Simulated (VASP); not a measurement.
# TiPbO3 (P4mm) in VASP: further runs, part 2 of 2

VASP 6.6.1. Earlier steps stand in the parts before.

## 4. Single point, PBE

This run uses another cell than the first one, of 12.28 Å³/atom.

The input, INCAR:

```
SYSTEM = TiPbO3
PREC = Accurate
ENCUT = 600
EDIFF = 1E-6
ISMEAR = 0
SIGMA = 0.01
LREAL = .FALSE.
LASPH = .TRUE.
NELM = 120
ALGO = Normal
ISIF = 2
LWAVE = .FALSE.
LCHARG = .TRUE.
GGA = PE
LELF = .TRUE.
LVHAR = .TRUE.
NBANDS = 30
GGA_COMPAT = .FALSE.
```

The input, KPOINTS:

```
regular mesh
0
G
  6 6 6
  0 0 0
```

The input, POSCAR:

```
TiPbO3
1.0
    3.8642277125      0.0000000000      0.0000000000
    0.0000000000      3.8642277125      0.0000000000
    0.0000000000      0.0000000000      4.1126791609
Ti Pb O
1 1 3
Direct
    0.5000000000      0.5000000000      0.5382000000
    0.0000000000      0.0000000000      0.0000000000
    0.5000000000      0.5000000000      0.1130000000
    0.5000000000      0.0000000000      0.6150000000
    0.0000000000      0.5000000000      0.6150000000
```

Potentials or basis: VASP PAW PBE potentials, release 64 (Ti_sv, Pb_d, O).

Started as:

```bash
> cat potpaw_PBE.64/Ti_sv/POTCAR potpaw_PBE.64/Pb_d/POTCAR potpaw_PBE.64/O/POTCAR > POTCAR
> mpirun -np 1 vasp_std > vasp.out
```

OUTCAR:

```text
SYSTEM = TiPbO3
   PREC = Accurate
   ENCUT = 600
   EDIFF = 1E-6
   ISMEAR = 0
   LREAL = .FALSE.
   LASPH = .TRUE.
   NELM = 120
   ISIF = 2
   GGA = PE

 ion  position               nearest neighbor table
   1  0.500  0.500  0.538-   3 1.75   4 1.96   5 1.96   4 1.96   5 1.96   3 2.36   2 3.33   2 3.33
                             2 3.33   2 3.33   2 3.52   2 3.52   2 3.52   2 3.52
   2  0.000  0.000  0.000-   4 2.50   5 2.50   5 2.50   4 2.50   3 2.77   3 2.77   3 2.77   3 2.77
                             1 3.33   1 3.33   1 3.33   1 3.33   1 3.52   1 3.52   1 3.52   1 3.52
   3  0.500  0.500  0.113-   1 1.75   1 2.36   2 2.77   2 2.77   2 2.77   2 2.77
   4  0.500  0.000  0.615-   1 1.96   1 1.96   2 2.50   2 2.50
[... 1000 lines left out ...]
  Total        3.8699131      3.8699131      4.5553067      0.0000000     -0.0000000      0.0000000
  in kB      100.9628360    100.9628360    118.8441899      0.0000000     -0.0000000      0.0000000
  external PRESSURE =     106.9232873 kB  Pullay stress =       0.0000000 kB

 VOLUME and BASIS-vectors are now :
 -----------------------------------------------------------------------------
  energy-cutoff  :      600.00
  volume of cell :       61.41
      direct lattice vectors                 reciprocal lattice vectors
     3.864227712  0.000000000  0.000000000     0.258783921  0.000000000  0.000000000
     0.000000000  3.864227712  0.000000000     0.000000000  0.258783921  0.000000000
     0.000000000  0.000000000  4.112679161     0.000000000  0.000000000  0.243150501

 POSITION                                       TOTAL-FORCE (eV/Angst)
 -----------------------------------------------------------------------------------
      1.93211      1.93211      2.21344         0.000000     -0.000000      0.472527
      0.00000      0.00000      0.00000         0.000000      0.000000      0.280747
      1.93211      1.93211      0.46473        -0.000000     -0.000000     -0.845497
      1.93211      0.00000      2.52930         0.000000      0.000000      0.046112
      0.00000      1.93211      2.52930         0.000000      0.000000      0.046112
 -----------------------------------------------------------------------------------
    total drift:                                0.000000     -0.000000     -0.000508

  FREE ENERGIE OF THE ION-ELECTRON SYSTEM (eV)
  ---------------------------------------------------
  free  energy   TOTEN  =       -37.7342633560 eV

  energy  without entropy=      -37.7342633560  energy(sigma->0) =      -37.73426336
```

stdout:

```text
POSCAR found type information on POSCAR TiPbO
 POSCAR found :  3 types and       5 ions
 scaLAPACK will be used
 LDA part: xc-table for (Slater+PW92), standard interpolation
 POSCAR, INCAR and KPOINTS ok, starting setup
 FFT: planning ... GRIDC
 FFT: planning ... GRID_SOFT
 FFT: planning ... GRID
 WAVECAR not read
 entering main loop
```

It took 2.1 min on 1 thread of Intel Xeon 8259CL, shared host; peak memory 0.24 GiB.

What came out:

```
Free energy            : -37.7343 eV
Pressure               : 10.7 GPa
Largest force          : 0.845 eV/Å
Band gap on the k mesh : 1.72 eV (least direct gap 2.13 eV)
```

Forces on the atoms (eV/Å):
```
Ti   0.000  0.000  0.473
Pb   0.000  0.000  0.281
O    0.000  0.000 -0.845
O    0.000  0.000  0.046
O    0.000  0.000  0.046
```

Stress tensor (GPa, compression positive):
```
10.10  0.00  0.00
 0.00 10.10  0.00
 0.00  0.00 11.88
```

Levels at points of the mesh, in eV from the valence-band top:
| k point | band 20 | band 21 | band 22 | band 23 | band 24 | band 25 |
| --- | --- | --- | --- | --- | --- | --- |
| (0.00, 0.00, 0.00) | -1.92 | -1.50 | -1.50 | 1.72 | 2.83 | 2.83 |
| (0.50, 0.00, 0.00) | -2.22 | -1.83 | 0.00 | 2.95 | 3.05 | 3.30 |
| (0.50, 0.50, 0.00) | -2.23 | -1.75 | -0.62 | 3.30 | 3.43 | 3.43 |
| (0.00, 0.00, 0.50) | -1.34 | -1.34 | -0.42 | 1.72 | 2.77 | 3.70 |
| (0.50, 0.00, 0.50) | -2.15 | -1.14 | -0.93 | 3.11 | 3.73 | 3.80 |
| (0.50, 0.50, 0.50) | -0.86 | -0.86 | -0.65 | 3.47 | 3.47 | 3.78 |

Caveat: the cell stands under pressure; spin-orbit coupling is left out, which moves the levels of the heavy elements. A k mesh can miss the band edges.

## 5. Single point, PBE

This run uses another cell than the first one, of 12.96 Å³/atom.

The input, INCAR:

```
PREC     = Accurate       # precision mode
ENCUT    = 600            # plane-wave cutoff, eV
EDIFF    = 1E-6           # SCF threshold, eV
ISMEAR   = 0              # smearing method
SIGMA    = 0.01           # smearing width, eV
LREAL    = False          # projectors in reciprocal space
LASPH    = True           # aspherical terms in the spheres
NELM     = 120            # most SCF steps
ALGO     = Normal         # electronic algorithm
ISIF     = 2              # what is computed and relaxed
LWAVE    = False          # write WAVECAR
LCHARG   = True           # write CHGCAR
GGA      = PE             # functional
LELF     = True           # ELF
LVHAR    = True         
NBANDS   = 30             # bands
GGA_COMPAT= False
```

The input, KPOINTS:

```
regular mesh
0
Gamma
  6 6 6
```

Edit POSCAR of step 4 so:

```diff
@@ -2,5 +2,5 @@
 1.0
-    3.8642277125      0.0000000000      0.0000000000
-    0.0000000000      3.8642277125      0.0000000000
-    0.0000000000      0.0000000000      4.1126791609
+    3.9335559553      0.0000000000      0.0000000000
+    0.0000000000      3.9335559553      0.0000000000
+    0.0000000000      0.0000000000      4.1864648796
 Ti Pb O
```

Potentials or basis: VASP PAW PBE potentials, release 64 (Ti_sv, Pb_d, O).

Started as:

```bash
> cat potpaw_PBE.64/Ti_sv/POTCAR potpaw_PBE.64/Pb_d/POTCAR potpaw_PBE.64/O/POTCAR > POTCAR
> mpirun -np 1 vasp_std > vasp.out
```

OUTCAR:

```text
PREC = Accurate
   ENCUT = 600
   EDIFF = 1E-6
   ISMEAR = 0
   LREAL = False
   LASPH = True
   NELM = 120
   ISIF = 2
   GGA = PE

 ion  position               nearest neighbor table
   1  0.500  0.500  0.538-   3 1.78   4 1.99   5 1.99   4 1.99   5 1.99   3 2.41   2 3.39   2 3.39
                             2 3.39   2 3.39
   2  0.000  0.000  0.000-   4 2.54   5 2.54   5 2.54   4 2.54   3 2.82   3 2.82   3 2.82   3 2.82
                             1 3.39   1 3.39   1 3.39   1 3.39
   3  0.500  0.500  0.113-   1 1.78   1 2.41   2 2.82   2 2.82   2 2.82   2 2.82
   4  0.500  0.000  0.615-   1 1.99   1 1.99   2 2.54   2 2.54
   5  0.000  0.500  0.615-   1 1.99   1 1.99   2 2.54   2 2.54

  LATTYP: Found a simple tetragonal cell.
 ALAT       =     3.9335559553
 C/A-ratio  =     1.0642952400

  Lattice vectors:

 A1 = (   3.9335559553,   0.0000000000,   0.0000000000)
 A2 = (   0.0000000000,   3.9335559553,   0.0000000000)
 A3 = (   0.0000000000,   0.0000000000,   4.1864648796)

Analysis of symmetry for initial positions (statically):
=====================================================================
 Subroutine PRICEL returns:
 Original cell was already a primitive cell.

 Routine SETGRP: Setting up the symmetry group for a
 simple tetragonal supercell.

 Subroutine GETGRP returns: Found  8 space group operations
 (whereof  8 operations were pure point group operations)
 out of a pool of 16 trial point group operations.

The static configuration has the point symmetry C_4v.

Analysis of symmetry for dynamics (positions and initial velocities):
=====================================================================
 Subroutine PRICEL returns:
 Original cell was already a primitive cell.

 Routine SETGRP: Setting up the symmetry group for a
 simple tetragonal supercell.

 Subroutine GETGRP returns: Found  8 space group operations
 (whereof  8 operations were pure point group operations)
 out of a pool of 16 trial point group operations.

The dynamic configuration has the point symmetry C_4v.

 Subroutine INISYM returns: Found  8 space group operations
 (whereof  8 operations are pure point group operations),
 and found     1 'primitive' translations

----------------------------------------------------------------------------------------

                                     Primitive cell

  volume of cell :      64.7766

  direct lattice vectors                    reciprocal lattice vectors
     3.933555955  0.000000000  0.000000000     0.254222899  0.000000000  0.000000000
     0.000000000  3.933555955  0.000000000     0.000000000  0.254222899  0.000000000
     0.000000000  0.000000000  4.186464880     0.000000000  0.000000000  0.238865016

  length of vectors
     3.933555955  3.933555955  4.186464880     0.254222899  0.254222899  0.238865016

  position of ions in fractional coordinates (direct lattice)
     0.500000000  0.500000000  0.538200000
     0.000000000  0.000000000  0.000000000
     0.500000000  0.500000000  0.113000000
     0.500000000  0.000000000  0.615000000
     0.000000000  0.500000000  0.615000000

[... 31 lines left out ...]

 Found     40 irreducible k-points:

 Following reciprocal coordinates:
            Coordinates               Weight
  0.000000  0.000000  0.000000      1.000000
  0.166667  0.000000  0.000000      4.000000
  0.333333  0.000000  0.000000      4.000000
  0.500000  0.000000  0.000000      2.000000
  0.166667  0.166667  0.000000      4.000000
  0.333333  0.166667  0.000000      8.000000
[... 16 lines left out ...]
  0.333333  0.000000  0.333333      8.000000
  0.500000  0.000000  0.333333      4.000000
 [... further k-points ...]
   k-points           NKPTS =     40   k-points in BZ     NKDIM =     40   number of bands    NBANDS=     30
   number of dos      NEDOS =    301   number of ions     NIONS =      5
   total plane-waves  NPLWV =  36864
   dimension x,y,z NGX =    32 NGY =   32 NGZ =   36
   dimension x,y,z NGXF=    64 NGYF=   64 NGZF=   72
   ions per type =               1   1   3
   NGX,Y,Z   is equivalent  to a cutoff of  13.52, 13.52, 14.30 a.u.
   NGXF,Y,Z  is equivalent  to a cutoff of  27.05, 27.05, 28.59 a.u.
 SYSTEM =  unknown system
   PREC   = accura    normal or accurate (medium, high low for compatibility)
   ISTART =      0    job   : 0-new  1-cont  2-samecut
   ICHARG =      2    charge: 1-file 2-atom 10-const
   ISPIN  =      1    spin polarized calculation?
   LNONCOLLINEAR =      F non collinear calculations
   LSORBIT =      F    spin-orbit coupling
   LASPH  =      T    aspherical Exc in radial PAW
   ENCUT  =  600.0 eV  44.10 Ry    6.64 a.u.   7.86  7.86  8.36*2*pi/ulx,y,z
   NELM   =    120;   NELMIN=  2; NELMDL= -5     # of ELM steps
   EDIFF  = 0.1E-05   stopping-criterion for ELM
   LREAL  =      F    real-space projection
   EDIFFG = 0.1E-04   stopping-criterion for IOM
   NSW    =      0    number of steps for IOM
   IBRION =     -1    ionic relax: 0-MD 1-quasi-New 2-CG
   NFREE  =      0    steps in history (QN), initial steepest desc. (CG)
   ISIF   =      2    stress and relaxation
   ISYM   =      2    0-nonsym 1-usesym 2-fastsym
   POTIM  = 0.5000    time-step for ionic-motion
   TEBEG  =    0.0;   TEEND  =   0.0 temperature during run
   PSTRESS=    0.0 pullay stress
   NELECT =      44.0000    total number of electrons
   NUPDOWN=      -1.0000    fix difference up-down
   EMIN   =  10.00;   EMAX   =-10.00  energy-range for DOS
   EFERMI =   0.00;   METHOD = LEGACY
   ISMEAR =     0;   SIGMA  =   0.01  broadening in eV -4-tet -1-fermi 0-gaus
   EFERMI_NEDOS =   21; number of points for ismear=-14 and -15
   IALGO  =     38    algorithm
   IMIX   =      4    mixing-type and parameters
     AMIX     =   0.40;   BMIX     =  1.00
     AMIX_MAG =   1.60;   BMIX_MAG =  1.00
  volume/ion in A,a.u.               =      12.96        87.43
  Fermi-wavevector in a.u.,A,eV,Ry     =   1.439085  2.719476 28.177186  2.070965
  Thomas-Fermi vector in A             =   2.557980
   LORBIT       =      0    0 simple, 1 ext, 2 COOP (PROOUT), +10 PAW based schemes
   GGA     = PE    functional components
   LHFCALC =     F    Hartree Fock is set to
   AEXX    =    0.0000 exact exchange contribution
   IVDW    =     0    specifies the selected vdW correction
   LEPSILON=     F    determine dielectric tensor
   LRPA    =     F    only Hartree local field effects (RPA)
 non-spin polarized calculation
 Gauss-broadening in eV      SIGMA  =   0.01
  energy-cutoff  :      600.00
  volume of cell :       64.78
 maximum number of plane-waves:      2178
 NGX is ok and might be reduce to    32
   NGX = 15   NGY = 15   NGZ = 17

 number of electron      43.9999980 magnetization

 Free energy of the ion-electron system (eV)
  ---------------------------------------------------
  ext. energy  EPLUGINS =         0.00000000
  ---------------------------------------------------
  free energy    TOTEN  =       -37.85815661 eV

  energy without entropy =      -37.85815661  energy(sigma->0) =      -37.85815661

 E-fermi :   5.9890     XC(G=0): -11.2146

 val. band max:        5.7737995701   @ k =   0.5000   0.0000   0.0000
 cond. band min:       7.5558305386   @ k =   0.0000   0.0000   0.0000
 fundamental gap:      1.7820309685
 Fermi energy:         5.9890403827

 k-point     1 :       0.0000    0.0000    0.0000
  band No.  band energies     occupation
      1     -51.0299      2.00000
      2     -27.3639      2.00000
      3     -27.2466      2.00000
      4     -27.2466      2.00000
      5     -12.1255      2.00000
      6     -11.1516      2.00000
[... 781 lines left out ...]
     29      11.6346      0.00000
     30      12.0933      0.00000

 [... further k-points ...]

------------------------ aborting loop because EDIFF is reached ----------------------------------------

  FORCE on cell =-STRESS in cart. coord.  units (eV):
  Direction    XX          YY          ZZ          XY          YZ          ZX
  --------------------------------------------------------------------------------------
  -------------------------------------------------------------------------------------
  Total        0.1397366      0.1397366      0.7846586      0.0000000     -0.0000000      0.0000000
  in kB        3.4562298      3.4562298     19.4076615      0.0000000     -0.0000000      0.0000000
  external PRESSURE =       8.7733737 kB  Pullay stress =       0.0000000 kB

 VOLUME and BASIS-vectors are now :
 -----------------------------------------------------------------------------
  energy-cutoff  :      600.00
  volume of cell :       64.78
      direct lattice vectors                 reciprocal lattice vectors
     3.933555955  0.000000000  0.000000000     0.254222899  0.000000000  0.000000000
     0.000000000  3.933555955  0.000000000     0.000000000  0.254222899  0.000000000
     0.000000000  0.000000000  4.186464880     0.000000000  0.000000000  0.238865016

 POSITION                                       TOTAL-FORCE (eV/Angst)
 -----------------------------------------------------------------------------------
      1.96678      1.96678      2.25316         0.000000      0.000000     -0.029905
      0.00000      0.00000      0.00000        -0.000000     -0.000000     -0.047406
      1.96678      1.96678      0.47307         0.000000      0.000000     -0.000939
      1.96678      0.00000      2.57468        -0.000000     -0.000000      0.039125
      0.00000      1.96678      2.57468        -0.000000     -0.000000      0.039125
 -----------------------------------------------------------------------------------
    total drift:                                0.000000     -0.000000     -0.000844

  FREE ENERGIE OF THE ION-ELECTRON SYSTEM (eV)
  ---------------------------------------------------
  free  energy   TOTEN  =       -37.8581566063 eV

  energy  without entropy=      -37.8581566063  energy(sigma->0) =      -37.85815661
```

Run time: 2 min. Hardware: 1 thread of Intel Xeon 8259CL, shared host; peak memory 0.25 GiB.

What came out:

* Free energy: -37.8582 eV
* Pressure: 0.9 GPa
* Largest force: 0.047 eV/Å
* Band gap on the k mesh: 1.78 eV (least direct gap 2.17 eV)

Forces in eV/Å, atoms in the order of the input:
```
Ti   0.000  0.000 -0.030
Pb   0.000  0.000 -0.047
O    0.000  0.000 -0.001
O    0.000  0.000  0.039
O    0.000  0.000  0.039
```

Levels at points of the mesh, in eV from the valence-band top:
| k point | band 18 | band 19 | band 20 | band 21 | band 22 | band 23 | band 24 | band 25 | band 26 | band 27 |
| --- | --- | --- | --- | --- | --- | --- | --- | --- | --- | --- |
| (0.00, 0.00, 0.00) | -2.14 | -1.72 | -1.72 | -1.26 | -1.26 | 1.78 | 2.81 | 2.81 | 4.06 | 4.41 |
| (0.50, 0.00, 0.00) | -2.71 | -2.00 | -1.92 | -1.62 | 0.00 | 2.92 | 3.03 | 3.22 | 3.40 | 4.18 |
| (0.50, 0.50, 0.00) | -2.62 | -2.62 | -2.06 | -1.71 | -0.41 | 3.26 | 3.35 | 3.35 | 3.87 | 5.24 |
| (0.00, 0.00, 0.50) | -2.40 | -1.87 | -1.13 | -1.13 | -0.39 | 1.78 | 2.77 | 3.60 | 3.60 | 4.07 |
| (0.50, 0.00, 0.50) | -2.75 | -2.69 | -1.94 | -1.10 | -0.70 | 3.07 | 3.63 | 3.70 | 4.56 | 5.23 |
| (0.50, 0.50, 0.50) | -4.07 | -3.85 | -0.65 | -0.65 | -0.44 | 3.40 | 3.40 | 3.67 | 6.45 | 6.51 |

Caveat: spin-orbit coupling is left out, which moves the levels of the heavy elements.

## 6. Overview

```tsv
cell	gap on the mesh (eV)	pressure (GPa)	largest force (eV/Å)
a = 3.792, b = 3.792, c = 4.036 Å, 5 atoms	1.62	23.7	1.86
a = 3.829, b = 3.829, c = 4.075 Å, 5 atoms	1.67	16.7	1.33
a = 3.864, b = 3.864, c = 4.113 Å, 5 atoms	1.72	10.7	0.85
a = 3.934, b = 3.934, c = 4.186 Å, 5 atoms	1.78	0.9	0.05
```

Alike in all rows: task single point; level PBE; potentials or basis VASP PAW PBE potentials, release 64 (Ti_sv, Pb_d, O); no spin polarisation; k mesh 6 × 6 × 6; cutoff (eV) 600; smearing gaussian 0.01 eV.

Caveats: spin-orbit coupling is left out, which moves the levels of the heavy elements; the cell stands under pressure (at least some runs); forces of over 1 eV/Å act on the atoms, so gaps and moduli don't describe the material at rest (at least some runs).

Total energies depend on the potentials used, so only differences within one code and one set of settings carry meaning.
